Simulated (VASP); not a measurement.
# SiC (Cmc2_1) in VASP: notebook, part 2 of 2

VASP 6.6.1. Earlier steps stand in the parts before.

### 3 Single point, PBE (atoms displaced along a vibrational mode)

INCAR reads:

```
SYSTEM = SiC
  PREC = Accurate
  ENCUT = 520
  EDIFF = 1E-6
  ISMEAR = 0
  SIGMA = 0.05
  LREAL = .False.
  LASPH = .True.
  NELM = 100
  ALGO = Normal
  ISIF = 2
  LWAVE = .False.
  LCHARG = .False.
  GGA = PE
  NBANDS = 16
```

KPOINTS reads:

```
regular mesh
0
Gamma
  12 12 6
  0 0 0
```

POSCAR reads:

```
SiC
1.0
    3.0759982064      0.0000000000      0.0000000000
   -1.5379991032      2.6638925888      0.0000000000
    0.0000000000      0.0000000000      5.0480000000
Si C
2 2
Direct
    0.3051790450      0.6103580900      0.0000000000
    0.6948209550      0.3896419100      0.5000000000
    0.3590300981      0.7180601962      0.3850000000
    0.6409699019      0.2819398038      0.8850000000
```

Potentials or basis: VASP PAW PBE potentials, release 64 (Si, C).

Launch:

```sh
> cat potpaw_PBE.64/Si/POTCAR potpaw_PBE.64/C/POTCAR > POTCAR
> mpirun -np 1 vasp_std > vasp.out
```

OUTCAR:

```text
SYSTEM = SiC
   PREC = Accurate
   ENCUT = 520
   EDIFF = 1E-6
   ISMEAR = 0
   LREAL = .False.
   LASPH = .True.
   NELM = 100
   ISIF = 2
   GGA = PE

 ion  position               nearest neighbor table
   1  0.305  0.610  0.000-   4 1.86   4 1.86   4 1.88   3 1.96   2 3.01   2 3.01   2 3.01   2 3.01

   2  0.695  0.390  0.500-   3 1.86   3 1.86   3 1.88   4 1.96   1 3.01   1 3.01   1 3.01   1 3.01

   3  0.359  0.718  0.385-   2 1.86   2 1.86   2 1.88   1 1.96
   4  0.641  0.282  0.885-   1 1.86   1 1.86   1 1.88   2 1.96

  LATTYP: Found a hexagonal cell.
 ALAT       =     3.0759982064
 C/A-ratio  =     1.6410932846

  Lattice vectors:

 A1 = (   3.0759982064,   0.0000000000,   0.0000000000)
 A2 = (  -1.5379991032,   2.6638925888,   0.0000000000)
 A3 = (   0.0000000000,   0.0000000000,   5.0480000000)

Analysis of symmetry for initial positions (statically):
=====================================================================
 Subroutine PRICEL returns:
 Original cell was already a primitive cell.

 Routine SETGRP: Setting up the symmetry group for a
 hexagonal supercell.

 Subroutine GETGRP returns: Found  4 space group operations
 (whereof  2 operations were pure point group operations)
 out of a pool of 24 trial point group operations.

The static configuration has the point symmetry C_1h.
 The point group associated with its full space group is C_2v.

Analysis of symmetry for dynamics (positions and initial velocities):
=====================================================================
 Subroutine PRICEL returns:
 Original cell was already a primitive cell.

 Routine SETGRP: Setting up the symmetry group for a
 hexagonal supercell.

 Subroutine GETGRP returns: Found  4 space group operations
 (whereof  2 operations were pure point group operations)
 out of a pool of 24 trial point group operations.

The dynamic configuration has the point symmetry C_1h.
 The point group associated with its full space group is C_2v.

[... 123 lines left out ...]
  volume/ion in A,a.u.               =      10.34        69.78
  Fermi-wavevector in a.u.,A,eV,Ry     =   1.192818  2.254099 19.358564  1.422814
  Thomas-Fermi vector in A             =   2.328847
   LORBIT       =      0    0 simple, 1 ext, 2 COOP (PROOUT), +10 PAW based schemes
   GGA     = PE    functional components
   LHFCALC =     F    Hartree Fock is set to
   AEXX    =    0.0000 exact exchange contribution
   IVDW    =     0    specifies the selected vdW correction
   LEPSILON=     F    determine dielectric tensor
   LRPA    =     F    only Hartree local field effects (RPA)
 non-spin polarized calculation
 Gauss-broadening in eV      SIGMA  =   0.05
  energy-cutoff  :      520.00
  volume of cell :       41.36
 maximum number of plane-waves:      1132
   NGX = 11   NGY = 11   NGZ = 19

 number of electron      16.0000000 magnetization

 Free energy of the ion-electron system (eV)
  ---------------------------------------------------
  ext. energy  EPLUGINS =         0.00000000
  ---------------------------------------------------
  free energy    TOTEN  =       -29.85875220 eV

  energy without entropy =      -29.85875220  energy(sigma->0) =      -29.85875220

 E-fermi :   8.8268     XC(G=0): -11.3632

 val. band max:        8.5484974414   @ k =   0.0000   0.0000   0.0000
 cond. band min:      10.6074518385   @ k =   0.3333   0.3333   0.0000
 fundamental gap:      2.0589543971
 Fermi energy:         8.8267896996

 k-point     1 :       0.0000    0.0000    0.0000
  band No.  band energies     occupation
      1      -7.3053      2.00000
      2      -3.8113      2.00000
      3      -0.2373      2.00000
      4       6.8996      2.00000
      5       6.9158      2.00000
      6       7.8487      2.00000
[... 433 lines left out ...]
      3       0.5710      2.00000
      4       2.2786      2.00000
      5       3.0041      2.00000
      6       4.7790      2.00000
[... 8 lines left out ...]
     15      19.1589      0.00000
     16      20.1112      0.00000

 [... further k-points ...]

------------------------ aborting loop because EDIFF is reached ----------------------------------------

  FORCE on cell =-STRESS in cart. coord.  units (eV):
  Direction    XX          YY          ZZ          XY          YZ          ZX
  --------------------------------------------------------------------------------------
  -------------------------------------------------------------------------------------
  Total        1.1746963      1.1612360      0.0961891      0.0000000      0.0000000      0.0000000
  in kB       45.5002798     44.9789103      3.7257544      0.0000000      0.0000000      0.0000000
  external PRESSURE =      31.4016482 kB  Pullay stress =       0.0000000 kB

 VOLUME and BASIS-vectors are now :
 -----------------------------------------------------------------------------
  energy-cutoff  :      520.00
  volume of cell :       41.36
      direct lattice vectors                 reciprocal lattice vectors
     3.075998206  0.000000000  0.000000000     0.325097719  0.187695255  0.000000000
    -1.537999103  2.663892589  0.000000000     0.000000000  0.375390511  0.000000000
     0.000000000  0.000000000  5.048000000     0.000000000  0.000000000  0.198098257

 POSITION                                       TOTAL-FORCE (eV/Angst)
 -----------------------------------------------------------------------------------
      0.00000      1.62593      0.00000         0.000000      0.963682      0.787638
      1.53800      1.03796      2.52400        -0.000000     -0.963682      0.787638
      0.00000      1.91284      1.94348         0.000000     -0.447072     -0.787638
      1.53800      0.75106      4.46748         0.000000      0.447072     -0.787638
 -----------------------------------------------------------------------------------
    total drift:                                0.000000      0.000000     -0.000091

  FREE ENERGIE OF THE ION-ELECTRON SYSTEM (eV)
  ---------------------------------------------------
  free  energy   TOTEN  =       -29.8587522049 eV

  energy  without entropy=      -29.8587522049  energy(sigma->0) =      -29.85875220
```

OSZICAR:

```text
N       E                     dE             d eps       ncg     rms          rms(c)
DAV:   1     0.249817536594E+02    0.24982E+02   -0.71271E+03  5504   0.895E+02
DAV:   2    -0.310328301669E+02   -0.56015E+02   -0.51285E+02  7768   0.158E+02
DAV:   3    -0.335371728011E+02   -0.25043E+01   -0.24936E+01  7312   0.303E+01
DAV:   4    -0.335554697691E+02   -0.18297E-01   -0.18294E-01  6656   0.319E+00
DAV:   5    -0.335556459079E+02   -0.17614E-03   -0.17613E-03  7360   0.296E-01    0.124E+01
DAV:   6    -0.299416958004E+02    0.36140E+01   -0.64595E+00  7008   0.156E+01    0.559E+00
DAV:   7    -0.298771611859E+02    0.64535E-01   -0.10712E+00  7928   0.608E+00    0.247E+00
DAV:   8    -0.298599906693E+02    0.17171E-01   -0.45047E-02  6392   0.137E+00    0.639E-01
DAV:   9    -0.298584341187E+02    0.15566E-02   -0.72024E-03  7312   0.582E-01    0.124E-01
DAV:  10    -0.298587257469E+02   -0.29163E-03   -0.99330E-04  6888   0.184E-01    0.574E-02
DAV:  11    -0.298587517094E+02   -0.25962E-04   -0.84784E-05  6360   0.661E-02    0.142E-02
DAV:  12    -0.298587522049E+02   -0.49553E-06   -0.62476E-06  7160   0.164E-02
   1 F= -.29858752E+02 E0= -.29858752E+02  d E =-.114824E-17
```

It took 64 s on 1 thread of Intel Xeon Platinum 8259CL at 2.50GHz (Skylake/Cascade Lake), shared host; peak memory 0.22 GiB.

What came out:

- Free energy: -29.8588 eV
- Pressure: 3.1 GPa
- Largest force: 1.245 eV/Å
- Band gap on the k mesh: 2.06 eV (least direct gap 3.97 eV)

Forces in eV/Å, atoms in the order of the input:
```
Si   0.000  0.964  0.788
Si   0.000 -0.964  0.788
C    0.000 -0.447 -0.788
C    0.000  0.447 -0.788
```

Stress tensor (GPa, compression positive):
```
4.55 0.00 0.00
0.00 4.50 0.00
0.00 0.00 0.37
```

Caveat: the cell differs from its parent crystal (atoms displaced along a vibrational mode); the cell stands under pressure; forces of over 1 eV/Å act on the atoms, so gaps and moduli don't describe the material at rest.

### 4 Single point, PBE (atoms displaced along a vibrational mode)

INCAR reads:

```
  PREC = Accurate
  ENCUT = 520
  EDIFF = 1E-7
  ISMEAR = 0
  SIGMA = 0.05
  LREAL = False
  LASPH = True
  NELM = 80
  ALGO = Normal
  ISIF = 2
  LWAVE = False
  LCHARG = False
  GGA = PE
  NBANDS = 16
```

KPOINTS reads:

```
regular mesh
0
Gamma
  12 12 6
```

POSCAR reads:

```
SiC
1.0
    3.0759982064      0.0000000000      0.0000000000
   -1.5379991032      2.6638925888      0.0000000000
    0.0000000000      0.0000000000      5.0480000000
Si C
2 2
Direct
    0.3474104775      0.6948209550      0.0000000000
    0.6525895225      0.3051790450      0.5000000000
    0.3204849509      0.6409699019      0.3850000000
    0.6795150491      0.3590300981      0.8850000000
```

Launch:

```sh
> cat potpaw_PBE.64/Si/POTCAR potpaw_PBE.64/C/POTCAR > POTCAR
> mpirun -np 1 vasp_std > vasp.out
```

Wall time 68 s (1 thread of Intel Xeon Platinum 8259CL at 2.50GHz (Skylake/Cascade Lake), shared host); peak memory 0.22 GiB.

It converged, with:

```yaml
Free_energy: -30.0130 eV
Pressure: 3.5 GPa
Largest_force: 0.934 eV/Å
Band_gap_on_the_k_mesh: 2.25 eV (least direct gap 4.13 eV)
```

Forces on the atoms (eV/Å):
```
Si   0.000 -0.542  0.761
Si   0.000  0.542  0.761
C    0.000  0.204 -0.761
C    0.000 -0.204 -0.761
```

Stress tensor (GPa, compression positive):
```
5.87 0.00 0.00
0.00 4.24 0.00
0.00 0.00 0.44
```

Levels at points of the mesh, in eV from the valence-band top:
```tsv
k point	band 4	band 5	band 6	band 7	band 8	band 9	band 10	band 11	band 12	band 13
(0.00, 0.00, 0.00)	-1.59	-1.57	-0.48	-0.17	0.00	4.60	5.94	6.20	6.80	7.43
(0.50, 0.00, 0.00)	-6.62	-5.43	-3.57	-3.32	-1.58	2.55	4.34	6.71	7.08	9.51
(0.00, 0.50, 0.00)	-6.54	-5.48	-3.55	-3.16	-1.48	2.65	3.74	6.57	7.19	9.81
(0.00, 0.00, 0.50)	-4.48	-1.05	-1.05	-0.95	-0.95	5.67	5.67	7.08	7.08	7.15
(0.50, 0.00, 0.50)	-8.48	-2.78	-2.78	-2.26	-2.26	3.09	3.09	4.92	4.92	10.22
(0.00, 0.50, 0.50)	-8.51	-2.69	-2.69	-2.42	-2.42	3.12	3.12	5.01	5.01	10.36
```

Caveat: the cell differs from its parent crystal (atoms displaced along a vibrational mode); the cell stands under pressure. A k mesh can miss the band edges.

### 5 Single point, PBE (atoms displaced along a vibrational mode)

INCAR reads:

```
SYSTEM = SiC
PREC = Accurate
ENCUT = 520
EDIFF = 1E-7
ISMEAR = 0
SIGMA = 0.05
LREAL = .FALSE.
LASPH = .TRUE.
NELM = 100
ALGO = Normal
ISIF = 2
LWAVE = .FALSE.
LCHARG = .TRUE.
GGA = PE
LELF = .TRUE.
LVHAR = .TRUE.
NBANDS = 16
```

KPOINTS reads:

```
regular mesh
0
G
  12 12 6
  0 0 0
```

POSCAR reads:

```
SiC
1.0
    3.0759982064      0.0000000000      0.0000000000
   -1.5379991032      2.6638925888      0.0000000000
    0.0000000000      0.0000000000      5.0480000000
Si C
2 2
Direct
    0.2840633288      0.5681266575      0.0000000000
    0.7159366712      0.4318733425      0.5000000000
    0.3783026717      0.7566053434      0.3850000000
    0.6216973283      0.2433946566      0.8850000000
```

Launch:

```sh
> cat potpaw_PBE.64/Si/POTCAR potpaw_PBE.64/C/POTCAR > POTCAR
> mpirun -np 1 vasp_std > vasp.out
```

Wall time 69 s (1 thread of Intel Xeon Platinum 8259CL at 2.50GHz (Skylake/Cascade Lake), shared host); peak memory 0.22 GiB.

It converged, with:

- Free energy: -29.4408 eV
- Pressure: 2.3 GPa
- Largest force: 1.753 eV/Å
- Band gap on the k mesh: 1.57 eV (least direct gap 3.87 eV)

Forces on the atoms (eV/Å):
```
Si   0.000  1.548  0.824
Si   0.000 -1.548  0.824
C    0.000 -0.860 -0.824
C    0.000  0.860 -0.824
```

Stress tensor (GPa, compression positive):
```
3.99 0.00 0.00
0.00 2.03 0.00
0.00 0.00 0.91
```

Levels at points of the mesh, in eV from the valence-band top:
| k point | band 6 | band 7 | band 8 | band 9 | band 10 | band 11 |
| --- | --- | --- | --- | --- | --- | --- |
| (0.00, 0.00, 0.00) | -1.17 | -0.65 | 0.00 | 4.63 | 5.06 | 5.77 |
| (0.50, 0.00, 0.00) | -3.72 | -3.12 | -2.23 | 2.84 | 3.09 | 5.25 |
| (0.00, 0.50, 0.00) | -3.99 | -3.93 | -2.02 | 1.86 | 4.72 | 6.67 |
| (0.00, 0.00, 0.50) | -1.47 | -1.20 | -1.20 | 5.28 | 5.28 | 6.55 |
| (0.50, 0.00, 0.50) | -3.34 | -2.26 | -2.26 | 2.51 | 2.51 | 4.50 |
| (0.00, 0.50, 0.50) | -3.16 | -2.20 | -2.20 | 2.54 | 2.54 | 4.05 |

Caveat: the cell differs from its parent crystal (atoms displaced along a vibrational mode); forces of over 1 eV/Å act on the atoms, so gaps and moduli don't describe the material at rest.

### 6 Overview

| cell | gap on the mesh (eV) | pressure (GPa) | largest force (eV/Å) |
| --- | --- | --- | --- |
| as given, atomic positions A | 1.67 | 2.8 | 1.81 |
| as given, atomic positions B | 2.06 | 3.1 | 1.24 |
| as given, atomic positions C | 2.25 | 3.5 | 0.93 |
| as given, atomic positions D | 1.57 | 2.3 | 1.75 |

Alike in all rows: task single point; level PBE; potentials or basis VASP PAW PBE potentials, release 64 (Si, C); no spin polarisation; k mesh 12 × 12 × 6; cutoff (eV) 520; smearing gaussian 0.05 eV.

Caveats: forces of over 1 eV/Å act on the atoms, so gaps and moduli don't describe the material at rest (at least some runs); the cell stands under pressure (at least some runs).

Absolute energies hang on the potentials; compare differences alone.
